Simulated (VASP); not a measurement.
# Se (Pm-3m) in VASP: a series of runs

Aim: see how the results for Se move with the level of theory and the settings. Levels: PBE, BLYP, r2SCAN, LDA. Tasks: single point, relaxation of cell and atoms.

All numbers are computed with VASP 6.6.1; they aren't measurements. Logs are shortened: lines on timing, memory, paths and dates and some standing lists are left out, and cuts for length are marked.

## (1) The cell of the first run

Symmetry: Pm-3m, No. 221, cubic system. Conventional cell: a = 2.836 Å, b = 2.836 Å, c = 2.836 Å, α = 90.00°, β = 90.00°, γ = 90.00°. Within 3.7 Å of Se (site symmetry m-3m) lie 6 Se at 2.84 Å.

## (2) Single point, PBE

The input, INCAR:

```
SYSTEM = Se
PREC = Accurate ; ENCUT = 520
EDIFF = 1E-6 ; ISMEAR = -1
SIGMA = 0.05 ; LREAL = .FALSE.
LASPH = .TRUE. ; NELM = 60
ALGO = Normal ; ISIF = 2
LWAVE = .FALSE. ; LCHARG = .FALSE.
GGA = PE ; NBANDS = 9
```

The input, KPOINTS:

```
regular mesh
0
G
  9 9 9
  0 0 0
```

The input, POSCAR:

```
Se
1.0
    2.8363295667      0.0000000000      0.0000000000
    0.0000000000      2.8363295667      0.0000000000
    0.0000000000      0.0000000000      2.8363295667
Se
1
Direct
    0.0000000000      0.0000000000      0.0000000000
```

Potentials or basis: VASP PAW PBE potentials, release 64 (Se).

The run is started by

```
$ cat potpaw_PBE.64/Se/POTCAR > POTCAR
$ mpirun -np 1 vasp_std > vasp.out
```

OUTCAR:

```text
SYSTEM = Se
   PREC = Accurate
   ENCUT = 520
   EDIFF = 1E-6
   ISMEAR = -1
   LREAL = .FALSE.
   LASPH = .TRUE.
   NELM = 60
   ISIF = 2
   GGA = PE

 ion  position               nearest neighbor table
   1  0.000  0.000  0.000-

  LATTYP: Found a simple cubic cell.
 ALAT       =     2.8363295667

  Lattice vectors:

 A1 = (   2.8363295667,   0.0000000000,   0.0000000000)
 A2 = (   0.0000000000,   2.8363295667,   0.0000000000)
 A3 = (   0.0000000000,   0.0000000000,   2.8363295667)

Analysis of symmetry for initial positions (statically):
=====================================================================
 Subroutine PRICEL returns:
 Original cell was already a primitive cell.

 Routine SETGRP: Setting up the symmetry group for a
 simple cubic supercell.

 Subroutine GETGRP returns: Found 48 space group operations
 (whereof 48 operations were pure point group operations)
 out of a pool of 48 trial point group operations.

The static configuration has the point symmetry O_h .

Analysis of symmetry for dynamics (positions and initial velocities):
=====================================================================
 Subroutine PRICEL returns:
 Original cell was already a primitive cell.

 Routine SETGRP: Setting up the symmetry group for a
 simple cubic supercell.

 Subroutine GETGRP returns: Found 48 space group operations
 (whereof 48 operations were pure point group operations)
 out of a pool of 48 trial point group operations.

The dynamic configuration has the point symmetry O_h .

 Subroutine INISYM returns: Found 48 space group operations
 (whereof 48 operations are pure point group operations),
 and found     1 'primitive' translations

----------------------------------------------------------------------------------------

                                     Primitive cell

  volume of cell :      22.8176

  direct lattice vectors                    reciprocal lattice vectors
     2.836329567  0.000000000  0.000000000     0.352568338  0.000000000  0.000000000
     0.000000000  2.836329567  0.000000000     0.000000000  0.352568338  0.000000000
     0.000000000  0.000000000  2.836329567     0.000000000  0.000000000  0.352568338

  length of vectors
     2.836329567  2.836329567  2.836329567     0.352568338  0.352568338  0.352568338

  position of ions in fractional coordinates (direct lattice)
     0.000000000  0.000000000  0.000000000
[... 72 lines left out ...]
   LSORBIT =      F    spin-orbit coupling
   LASPH  =      T    aspherical Exc in radial PAW
   ENCUT  =  520.0 eV  38.22 Ry    6.18 a.u.   5.27  5.27  5.27*2*pi/ulx,y,z
   NELM   =     60;   NELMIN=  2; NELMDL= -5     # of ELM steps
   EDIFF  = 0.1E-05   stopping-criterion for ELM
   LREAL  =      F    real-space projection
   EDIFFG = 0.1E-04   stopping-criterion for IOM
   NSW    =      0    number of steps for IOM
   IBRION =     -1    ionic relax: 0-MD 1-quasi-New 2-CG
   NFREE  =      0    steps in history (QN), initial steepest desc. (CG)
   ISIF   =      2    stress and relaxation
   ISYM   =      2    0-nonsym 1-usesym 2-fastsym
   POTIM  = 0.5000    time-step for ionic-motion
   TEBEG  =    0.0;   TEEND  =   0.0 temperature during run
   PSTRESS=    0.0 pullay stress
   NELECT =       6.0000    total number of electrons
   NUPDOWN=      -1.0000    fix difference up-down
   EMIN   =  10.00;   EMAX   =-10.00  energy-range for DOS
   EFERMI =   0.00;   METHOD = LEGACY
   ISMEAR =    -1;   SIGMA  =   0.05  broadening in eV -4-tet -1-fermi 0-gaus
   EFERMI_NEDOS =   21; number of points for ismear=-14 and -15
   IALGO  =     38    algorithm
   IMIX   =      4    mixing-type and parameters
     AMIX     =   0.40;   BMIX     =  1.00
     AMIX_MAG =   1.60;   BMIX_MAG =  1.00
  volume/ion in A,a.u.               =      22.82       153.98
  Fermi-wavevector in a.u.,A,eV,Ry     =   1.048822  1.981987 14.966791  1.100028
  Thomas-Fermi vector in A             =   2.183760
   LORBIT       =      0    0 simple, 1 ext, 2 COOP (PROOUT), +10 PAW based schemes
   GGA     = PE    functional components
   LHFCALC =     F    Hartree Fock is set to
   AEXX    =    0.0000 exact exchange contribution
   IVDW    =     0    specifies the selected vdW correction
   LEPSILON=     F    determine dielectric tensor
   LRPA    =     F    only Hartree local field effects (RPA)
 non-spin polarized calculation
  energy-cutoff  :      520.00
  volume of cell :       22.82
 maximum number of plane-waves:       630
 NGX is ok and might be reduce to    24
   NGX = 11   NGY = 11   NGZ = 11

 number of electron       5.9999999 magnetization

 Free energy of the ion-electron system (eV)
  ---------------------------------------------------
  ext. energy  EPLUGINS =         0.00000000
  ---------------------------------------------------
  free energy    TOTEN  =        -3.33340332 eV

  energy without entropy =       -3.32699622  energy(sigma->0) =       -3.33019977

 E-fermi :   4.5818     XC(G=0):  -9.8710

 val. band max:        4.5081726641   @ k =   0.4444   0.3333   0.2222
 cond. band min:       4.6180747843   @ k =   0.1111   0.1111   0.1111
 fundamental gap:      0.1099021202
 Fermi energy:         4.5817633853

 k-point     1 :       0.0000    0.0000    0.0000
  band No.  band energies     occupation
      1     -11.3656      2.00000
      2       5.9630      0.00000
      3       5.9630      0.00000
      4       5.9630      0.00000
      5      12.3684      0.00000
      6      12.3684      0.00000
      7      12.4000      0.00000
      8      26.6665      0.00000
      9      26.6665      0.00000
[... 265 lines left out ...]
 k-point    24 :       0.4444    0.3333    0.1111
  band No.  band energies     occupation
      1      -7.9244      2.00000
      2      -0.6265      2.00000
      3       1.2967      2.00000
      4       6.9026      0.00000
      5       9.5673      0.00000
      6      16.5132      0.00000
      7      17.8838      0.00000
      8      19.3007      0.00000
      9      24.1581      0.00000

 [... further k-points ...]
[... 5 lines left out ...]
  --------------------------------------------------------------------------------------
  -------------------------------------------------------------------------------------
  Total        0.0034224      0.0034224      0.0034224     -0.0000000     -0.0000000     -0.0000000
  in kB        0.2403067      0.2403067      0.2403067     -0.0000000     -0.0000000     -0.0000000
  external PRESSURE =       0.2403067 kB  Pullay stress =       0.0000000 kB

 VOLUME and BASIS-vectors are now :
 -----------------------------------------------------------------------------
  energy-cutoff  :      520.00
  volume of cell :       22.82
      direct lattice vectors                 reciprocal lattice vectors
     2.836329567  0.000000000  0.000000000     0.352568338  0.000000000  0.000000000
     0.000000000  2.836329567  0.000000000     0.000000000  0.352568338  0.000000000
     0.000000000  0.000000000  2.836329567     0.000000000  0.000000000  0.352568338

 POSITION                                       TOTAL-FORCE (eV/Angst)
 -----------------------------------------------------------------------------------
      0.00000      0.00000      0.00000         0.000000      0.000000      0.000000
 -----------------------------------------------------------------------------------
    total drift:                                0.000000      0.000000      0.000000

  FREE ENERGIE OF THE ION-ELECTRON SYSTEM (eV)
  ---------------------------------------------------
  free  energy   TOTEN  =        -3.3334033222 eV

  energy  without entropy=       -3.3269962243  energy(sigma->0) =       -3.33019977
```

OSZICAR:

```text
N       E                     dE             d eps       ncg     rms          rms(c)
DAV:   1     0.104125678468E+02    0.10413E+02   -0.29296E+03   638   0.574E+02
DAV:   2    -0.297624392722E+01   -0.13389E+02   -0.12634E+02   829   0.775E+01
DAV:   3    -0.332665926165E+01   -0.35042E+00   -0.34755E+00   780   0.117E+01
DAV:   4    -0.332742247271E+01   -0.76321E-03   -0.76316E-03   863   0.616E-01
DAV:   5    -0.332742308467E+01   -0.61196E-06   -0.61158E-06   739   0.157E-02    0.364E+00
DAV:   6    -0.333084049075E+01   -0.34174E-02   -0.83503E-04   771   0.206E-01    0.218E+00
DAV:   7    -0.333333618451E+01   -0.24957E-02   -0.19263E-03   652   0.312E-01    0.496E-02
DAV:   8    -0.333339800496E+01   -0.61820E-04   -0.88578E-05   731   0.628E-02    0.659E-03
DAV:   9    -0.333340230915E+01   -0.43042E-05   -0.35023E-06   743   0.123E-02    0.421E-03
DAV:  10    -0.333340331563E+01   -0.10065E-05   -0.23609E-06   667   0.820E-03    0.142E-03
DAV:  11    -0.333340332221E+01   -0.65835E-08   -0.48799E-08   364   0.126E-03
   1 F= -.33334033E+01 E0= -.33301998E+01  d E =-.640710E-02
```

Wall time 8.5 s (1 thread of Intel Xeon 8259CL, shared host); peak memory 0.14 GiB.

What came out:

```yaml
Free_energy: -3.3334 eV
Pressure: 0.0 GPa
Band_gap_on_the_k_mesh: zero (band 3 reaches 7.30 eV, above the bottom of band 4 at 1.41 eV)
```

Levels at points of the mesh, in eV from the Fermi level:
```
           k point  band 1  band 2  band 3  band 4  band 5  band 6
(0.00, 0.00, 0.00)  -15.95    1.38    1.38    1.38    7.79    7.79
```

## (3) Single point, BLYP

This run uses another cell than the first one, of 24.74 Å³/atom, 1.084 times its volume.

The input, INCAR:

```
PREC = Accurate
ENCUT = 520
EDIFF = 1E-7
ISMEAR = -1
SIGMA = 0.05
LREAL = F
LASPH = T
NELM = 80
ALGO = Normal
ISIF = 2
LWAVE = F
LCHARG = F
GGA = B5
ALDAX = 1.0
AGGAX = 1.0
AGGAC = 1.0
ALDAC = 0.0
NBANDS = 9
```

The input, KPOINTS:

```
Automatic mesh
0
Gamma
  9 9 9
```

The input, POSCAR:

```
Se
1.0
    2.9138967414      0.0000000000      0.0000000000
    0.0000000000      2.9138967414      0.0000000000
    0.0000000000      0.0000000000      2.9138967414
Se
1
Direct
    0.0000000000      0.0000000000      0.0000000000
```

Potentials or basis: VASP PAW PBE potentials, release 64 (Se).

The run is started by

```
$ cat potpaw_PBE.64/Se/POTCAR > POTCAR
$ mpirun -np 1 vasp_std > vasp.out
```

Wall time 17 s (1 thread of Intel Xeon 8259CL, shared host); peak memory 0.13 GiB.

It converged, with:

```
Free energy            : -2.7654 eV
Pressure               : 0.1 GPa
Band gap on the k mesh : zero (band 3 reaches 6.40 eV, above the bottom of band 4 at 1.16 eV)
```

Levels at points of the mesh, in eV from the Fermi level:
```
           k point  band 1  band 2  band 3  band 4  band 5  band 6  band 7
(0.00, 0.00, 0.00)  -15.28    1.22    1.22    1.22    7.73    8.10    8.10
```

Caveat: the PAW data sets were made with another functional, which shifts forces and pressure a little.

## (4) Single point, r2SCAN

This run uses another cell than the first one, of 22.44 Å³/atom, 0.984 times its volume.

The input, POSCAR:

```
Se
1.0
    2.8207723170      0.0000000000      0.0000000000
    0.0000000000      2.8207723170      0.0000000000
    0.0000000000      0.0000000000      2.8207723170
Se
1
Direct
    0.0000000000      0.0000000000      0.0000000000
```

The input, INCAR.step1:

```
ALGO = Normal
EDIFF = 1E-4
ENCUT = 520
GGA = PE
ISMEAR = -1
LASPH = True
LCHARG = False
LREAL = False
LWAVE = True
NBANDS = 9
NELM = 100
PREC = Accurate
SIGMA = 0.05
```

The input, INCAR.step2:

```
ALGO = Normal
EDIFF = 1E-7
ENCUT = 520
ISIF = 2
ISMEAR = -1
ISTART = 1
LASPH = True
LCHARG = False
LMIXTAU = True
LREAL = False
LWAVE = False
METAGGA = R2SCAN
NBANDS = 9
NELM = 100
PREC = Accurate
SIGMA = 0.05
```

The input, KPOINTS:

```
k-points
0
Gamma
  9 9 9
```

The run is started by

```
$ cat potpaw_PBE.64/Se/POTCAR > POTCAR
$ cp INCAR.step1 INCAR
$ mpirun -np 1 vasp_std > vasp.out
$ cp INCAR.step2 INCAR
$ mpirun -np 1 vasp_std > vasp.out
```

Wall time 47 s (1 thread of Intel Xeon 8259CL, shared host); peak memory 0.14 GiB.

Results (log left out):

```
Free energy            : -14.0575 eV
Pressure               : -0.1 GPa
Band gap on the k mesh : zero (band 3 reaches 7.49 eV, above the bottom of band 4 at 1.14 eV)
```

Levels at points of the mesh, in eV from the Fermi level:
| k point | band 1 | band 2 | band 3 | band 4 | band 5 | band 6 |
| --- | --- | --- | --- | --- | --- | --- |
| (0.00, 0.00, 0.00) | -16.82 | 1.46 | 1.46 | 1.46 | 8.19 | 8.19 |

Caveat: the PAW data sets were made with another functional, which shifts forces and pressure a little.

## (5) Relaxation of cell and atoms, LDA

This run uses another cell than the first one, of 22.20 Å³/atom, 0.973 times its volume.

The input, INCAR:

```
  ALGO = Normal
  EDIFF = 1E-6
  EDIFFG = -0.01
  ENCUT = 600
  GGA = CA
  IBRION = 2
  ISIF = 3
  ISMEAR = -1
  LASPH = T
  LCHARG = F
  LREAL = F
  LWAVE = F
  NELM = 60
  NSW = 60
  PREC = Accurate
  SIGMA = 0.05
```

KPOINTS is that of step 4.

The input, POSCAR:

```
Se
1.0
    2.8105630200      0.0000000000      0.0000000000
    0.0000000000      2.8105630200      0.0000000000
    0.0000000000      0.0000000000      2.8105630200
Se
1
Direct
    0.0000000000      0.0000000000      0.0000000000
```

Potentials or basis: VASP PAW LDA potentials, release 64 (Se).

The run is started by

```
$ cat potpaw_LDA.64/Se/POTCAR > POTCAR
$ mpirun -np 1 vasp_std > vasp.out
```

It took 16 s on 1 thread of Intel Xeon 8259CL, shared host; peak memory 0.13 GiB.

It converged, with:

```
Free energy                            : -4.0805 eV
Relaxed volume                         : 21.37 Å³/atom
Relaxed cell                           : a = 2.775 Å, b = 2.775 Å, c = 2.775 Å, α = 90.00°, β = 90.00°, γ = 90.00°
Space group after relaxing (to 0.05 Å) : Pm-3m (No. 221)
Energy gained by relaxing              : 7.9 meV/atom
Ionic steps                            : 3
Pressure after relaxing                : 0.0 GPa
Band gap on the k mesh                 : zero (band 3 reaches 8.39 eV, above the bottom of band 4 at 2.04 eV)
```

Step by step:
```
step  energy change (eV)  largest force (eV/Å)  pressure (GPa)  volume (Å³)
   1              0.0000                0.0000           -2.95        22.20
   2             -0.0053                0.0000            1.89        20.91
   3             -0.0079                0.0000           -0.01        21.37
```

Final structure:
```
Se
1.0
     2.77507    0.00000    0.00000
     0.00000    2.77507    0.00000
     0.00000    0.00000    2.77507
Se
1
Direct
  0.00000 0.00000 0.00000
```

Levels at points of the mesh, in eV from the Fermi level:
```csv
k point,band 1,band 2,band 3,band 4,band 5,band 6
"(0.00, 0.00, 0.00)",-16.54,1.47,1.47,1.47,7.71,7.71
```

## (6) Summary

```tsv
task	level	potentials or basis	cell	cutoff (eV)	gap on the mesh (eV)	pressure (GPa)
single point	PBE	VASP PAW PBE potentials, release 64 (Se)	a = 2.836 Å, 1 atom	520	none	0.0
single point	BLYP	VASP PAW PBE potentials, release 64 (Se)	a = 2.914 Å, 1 atom	520	none	0.1
single point	r2SCAN	VASP PAW PBE potentials, release 64 (Se)	a = 2.821 Å, 1 atom	520	none	-0.1
relaxation of cell and atoms	LDA	VASP PAW LDA potentials, release 64 (Se)	relaxed from a = 2.811 Å, 1 atom	600	none	0.0
```

Alike in all rows: no spin polarisation; k mesh 9 × 9 × 9; smearing fermi-dirac 0.05 eV.

Caveats: the PAW data sets were made with another functional, which shifts forces and pressure a little (some runs).

Absolute energies hang on the potentials; compare differences alone.
